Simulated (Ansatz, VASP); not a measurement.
**TiMoSe4: VASP beside Ansatz**

File INCAR:

```
SYSTEM = TiMoSe4
PREC     = Accurate       ! precision mode
ENCUT    = 600            ! plane-wave cutoff, eV
EDIFF    = 1E-6           ! SCF threshold, eV
ISMEAR   = 0              ! smearing method
SIGMA    = 0.15           ! smearing width, eV
LREAL    = .False.        ! projectors in reciprocal space
LASPH    = .True.         ! aspherical terms in the spheres
NELM     = 150            ! most SCF steps
ALGO     = Normal         ! electronic algorithm
ISIF     = 3              ! what is computed and relaxed
LWAVE    = .False.        ! write WAVECAR
LCHARG   = .False.        ! write CHGCAR
ISPIN    = 2              ! spin polarisation
MAGMOM   = 1 1 0 0 0 0    ! initial moments
LORBIT   = 11             ! projections on sites
LMAXMIX  = 4              ! l up to which the mixer works
GGA      = PE             ! functional
IBRION   = 2              ! ionic algorithm
NSW      = 36             ! ionic steps
EDIFFG   = -0.08          ! ionic threshold
```

The input KPOINTS:

```
regular mesh
0
Gamma
  2 2 3
  0 0 0
```

POSCAR

```
TiMoSe4
1.0
    6.3465194800      0.0000000000      0.0000000000
   -3.1732597400      5.4962471000      0.0000000000
    0.0000000000      0.0000000000      4.8665540600
Ti Mo Se
1 1 4
Direct
    0.0000000000      0.0000000000      0.5000000000
    0.0000000000      0.0000000000      0.0000000000
    0.3333333300      0.6666666700      0.0000000000
    0.6666666700      0.3333333300      0.0000000000
    0.3333333300      0.6666666700      0.5000000000
    0.6666666700      0.3333333300      0.5000000000
```

Input for Ansatz:

```yaml
crystal:
  lattice:
    - [6.34651948, 0.0, 0.0]
    - [-3.17325974, 5.4962471, 0.0]
    - [0.0, 0.0, 4.86655406]
  atoms:
    - { symbol: Ti, position: [0.0, 0.0, 0.5], spin: 1.0 }
    - { symbol: Mo, position: [0.0, 0.0, 0.0], spin: 1.0 }
    - { symbol: Se, position: [0.33333333, 0.66666667, 0.0] }
    - { symbol: Se, position: [0.66666667, 0.33333333, 0.0] }
    - { symbol: Se, position: [0.33333333, 0.66666667, 0.5] }
    - { symbol: Se, position: [0.66666667, 0.33333333, 0.5] }
basis:
  ecutwfc: 420
kpoints:
  mp_grid: { grid: [2, 2, 3] }
hamiltonian:
  xc: pbe
scf:
  occupations: { method: gaussian, width: 0.15 }
  lower_state_search: "off"
output:
  forces: true
  stress: true
  eigenvalues: true
  populations: true
magnetization:
  spin_polarized: true
relax:
  adjacent_minimum: "off"
  f_tol: 0.08
  max_steps: 16
  cell: { stress_tol: 0.8 }
```

Alike in both runs: task relaxation of cell and atoms; functional PBE; k mesh 2 × 2 × 3; occupations gaussian, width 0.15 eV; collinear spin.

|  | VASP | Ansatz |
| --- | --- | --- |
| version | VASP 6.6.1 | Ansatz 0.2.0 |
| potentials or method | VASP PAW PBE potentials, release 64 (Ti_sv, Mo_sv, Se), cutoff 600 eV | scalar-relativistic, plane waves, PAW |
| valence electrons in the cell | 50 | 90 |

```csv
,VASP,Ansatz,Ansatz less VASP
"gap on the k mesh at the Fermi level, each at its own relaxed structure (eV)",none,none,-
net moment per atom (μB),0.00,0.14,+0.143
size of the moment on the site where the two differ most (μB),0.02,0.79,+0.772
relaxed volume (Å³/atom),18.75,18.82,+0.069
relaxed length of the cell vector where the two differ most in proportion (Å),5.374,5.386,+0.0123
```

The net moments are unlike, so the other rows may belong to different states. Site moments also hang on the region over which each program counts them. A gap of «none» marks a metal or a gap that the smearing closes. VASP's potentials hold 50 valence electrons a cell and Ansatz's 90, so a difference there can come from the potentials and not from the codes. Ansatz's warnings: seeded moment not kept.

The k mesh is coarse, so the values compare programs but aren't converged. Noted on VASP's run: the volume moved by over 15 % at a fixed basis, so the end points are rough.
